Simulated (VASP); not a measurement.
A run of VASP 6.6.1 is set up as follows.

Contents of INCAR:

```
  PREC = Accurate
  ENCUT = 600
  EDIFF = 1E-6
  ISMEAR = 0
  SIGMA = 0.01
  LREAL = F
  LASPH = T
  NELM = 120
  ALGO = Normal
  ISIF = 2
  LWAVE = F
  LCHARG = F
  GGA = PE
  NBANDS = 26
  GGA_COMPAT = F
```

The input KPOINTS:

```
Automatic mesh
0
Gamma
  9 9 4
```

File POSCAR:

```
ZnO
1.0
    3.2463964127      0.0000000000      0.0000000000
   -1.6231982063      2.8114617641      0.0000000000
    0.0000000000      0.0000000000      5.2396929560
Zn O
2 2
Direct
    0.3333333333      0.6666666667      0.4999596405
    0.6666666667      0.3333333333     -0.0000403595
    0.6666666667      0.3333333333      0.3790503595
    0.3333333333      0.6666666667      0.8790503595
```

Potentials or basis: VASP PAW PBE potentials, release 64 (Zn, O).

The run is started by

```bash
$ cat potpaw_PBE.64/Zn/POTCAR potpaw_PBE.64/O/POTCAR > POTCAR
$ mpirun -np 1 vasp_std > vasp.out
```

Question: What does it give for the band gap on the k mesh?

Answer: 0.77 eV.

Question: What does it give for the pressure?

Answer: 5.1 GPa.

Caveat: the cell stands under pressure. A hybrid or GW would open this gap; PBE tends to underestimate it.
